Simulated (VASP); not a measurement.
Here is a VASP 6.6.1 calculation.

The input INCAR:

```
  ALGO = Normal
  EDIFF = 1E-7
  ENCUT = 520
  GGA = PE
  ISIF = 2
  ISMEAR = -1
  LASPH = T
  LCHARG = T
  LELF = T
  LREAL = F
  LVHAR = T
  LWAVE = F
  NBANDS = 19
  NELM = 80
  PREC = Accurate
  SIGMA = 0.1
```

Contents of KPOINTS:

```
k-points
0
Gamma
  6 6 3
```

File POSCAR:

```
Cd
1.0
    3.0007103730      0.0000000000      0.0000000000
   -1.5003551865      2.5986914124      0.0000000000
    0.0000000000      0.0000000000      5.9261569577
Cd
2
Direct
    0.3333333333      0.6666666667      0.2500000000
    0.6666666667      0.3333333333      0.7500000000
```

Potentials or basis: VASP PAW PBE potentials, release 64 (Cd).

Run with:

```sh
$ cat potpaw_PBE.64/Cd/POTCAR > POTCAR
$ mpirun -np 1 vasp_std > vasp.out
```

Q: Predict the pressure.

A: 0.6 GPa.

Q: Estimate the band gap on the k mesh.

A: Zero (bands 12 and 13 overlap by 3.61 eV).

Stress tensor (GPa, compression positive):
```
 1.18  0.00  0.00
 0.00  1.18  0.00
 0.00  0.00 -0.48
```

Caveat: the k points lie up to 0.40 Å⁻¹ apart, too coarse for converged energies and pressures of a metal.
